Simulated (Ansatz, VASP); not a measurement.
# MoSe: VASP beside Ansatz

File INCAR:

```
SYSTEM = MoSe
  PREC = Accurate
  ENCUT = 520
  EDIFF = 1E-6
  ISMEAR = 0
  SIGMA = 0.05
  LREAL = .False.
  LASPH = .True.
  NELM = 150
  ALGO = Normal
  ISIF = 2
  LWAVE = .False.
  LCHARG = .False.
  ISPIN = 2
  MAGMOM = 2 -2 0 0
  LORBIT = 11
  LMAXMIX = 4
  LDAU = .True.
  LDAUTYPE = 2
  LDAUL = 2 -1
  LDAUU = 4 0
  LDAUJ = 0 0
  LDAUPRINT = 1
  GGA = PE
  NBANDS = 32
```

File KPOINTS:

```
Automatic mesh
0
Gamma
  12 12 6
  0 0 0
```

POSCAR

```
MoSe
1.0
    0.0000000000      2.8392909707      2.8392909707
    5.6785819413      2.8392909707      2.8392909707
    5.6785819413      5.6785819413      0.0000000000
Mo Se
2 2
Direct
    0.0000000000      0.0000000000      1.0000000000
    0.0000000000      0.0000000000      0.5000000000
    0.2500000000      0.2500000000      0.0000000000
    0.2500000000      0.2500000000      0.5000000000
```

Input for Ansatz:

```yaml
crystal:
  lattice:
    - [0.0, 2.8392909707, 2.8392909707]
    - [5.6785819413, 2.8392909707, 2.8392909707]
    - [5.6785819413, 5.6785819413, 0.0]
  atoms:
    - { symbol: Mo, position: [0.0, 0.0, 1.0], spin: 2.0 }
    - { symbol: Se, position: [0.25, 0.25, 0.0] }
    - { symbol: Mo, position: [0.0, 0.0, 0.5], spin: -2.0 }
    - { symbol: Se, position: [0.25, 0.25, 0.5] }
basis:
  ecutwfc: 420
kpoints:
  mp_grid: { grid: [12, 12, 6] }
hamiltonian:
  xc: pbe
  hubbard: { sites: [{ species: Mo, l: d, u_eff: 4.0 }] }
scf:
  occupations: { method: gaussian, width: 0.05 }
output:
  forces: true
  stress: true
  eigenvalues: true
  populations: true
magnetization:
  spin_polarized: true
```

Alike in both runs: task single point; functional PBE; k mesh 12 × 12 × 6; occupations gaussian, width 0.05 eV; collinear spin; Hubbard terms Mo d U = 4.0 eV.

|  | VASP | Ansatz |
| --- | --- | --- |
| version | VASP 6.6.1 | Ansatz 0.2.0 |
| potentials or method | VASP PAW PBE potentials, release 64 (Mo_sv, Se), cutoff 520 eV | scalar-relativistic, plane waves, PAW |
| valence electrons in the cell | 40 | 60 |

|  | VASP | Ansatz | Ansatz less VASP |
| --- | --- | --- | --- |
| gap on the k mesh at the Fermi level (eV) | none | none | - |
| pressure (GPa) | 14.3 | 17.2 | +2.91 |
| net moment per atom (μB) | 0.00 | 0.00 | 0.000 |
| size of the moment on the site where the two differ most (μB) | 2.72 | 2.33 | -0.384 |

Site moments also hang on the region over which each program counts them. The programs project onto different local orbitals, so the same U acts differently, and such runs can settle in different states. A gap of «none» marks a metal or a gap that the smearing closes. VASP's potentials hold 40 valence electrons a cell and Ansatz's 60, so a difference there can come from the potentials and not from the codes. Ansatz's warnings: filled band counts differ across k points.
